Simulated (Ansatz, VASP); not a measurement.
**Na: VASP beside Ansatz**

The input INCAR:

```
PREC = Accurate ; ENCUT = 520
EDIFF = 1E-6 ; ISMEAR = -1
SIGMA = 0.05 ; LREAL = F
LASPH = T ; NELM = 100
ALGO = Normal ; ISIF = 2
LWAVE = F ; LCHARG = F
NBANDS = 10
```

Contents of KPOINTS:

```
Automatic mesh
0
Gamma
  12 12 12
```

Contents of POSCAR:

```
Na
1.0
    2.7464495919      0.0000000000      0.0000000000
    0.0000000000      2.7464495919      0.0000000000
    0.0000000000      0.0000000000      2.7464495919
Na
1
Direct
    0.0000000000      0.0000000000      0.0000000000
```

Input for Ansatz:

```yaml
crystal:
  lattice:
    - [2.7464495919, 0.0, 0.0]
    - [0.0, 2.7464495919, 0.0]
    - [0.0, 0.0, 2.7464495919]
  atoms:
    - { symbol: Na, position: [0.0, 0.0, 0.0] }
kpoints:
  mp_grid: { grid: [12, 12, 12] }
scf:
  occupations: { method: fermi_dirac, width: 0.05 }
hamiltonian:
  xc: lda
  pseudopotentials: { kind: paw }
output:
  forces: true
  stress: true
  eigenvalues: true
  populations: true
  write_density: true
  write_potential: true
  elf: true
  volumetric_format: npy
```

Change from the starting cell: volume scaled by 0.58, PAW files.

Alike in both runs: task single point; functional LDA; k mesh 12 × 12 × 12; occupations fermi-dirac, width 0.05 eV; no spin polarisation.

|  | VASP | Ansatz |
| --- | --- | --- |
| version | VASP 6.6.1 | Ansatz 0.2.0 |
| potentials or method | VASP PAW LDA potentials, release 64 (Na_pv) | PAW with Ansatz's default frozen-core files, scalar-relativistic |
| plane-wave cutoff (eV) | 520 | 420 |
| valence electrons in the cell | 7 | 9 |

|  | VASP | Ansatz | Ansatz less VASP |
| --- | --- | --- | --- |
| pressure (GPa) | 10.9 | 11.0 | +0.13 |

LDA's correlation is that of Perdew and Zunger in VASP and of Perdew and Wang (1992) in Ansatz. VASP's potentials hold 7 valence electrons a cell and Ansatz's 9, so a difference there can come from the potentials and not from the codes.
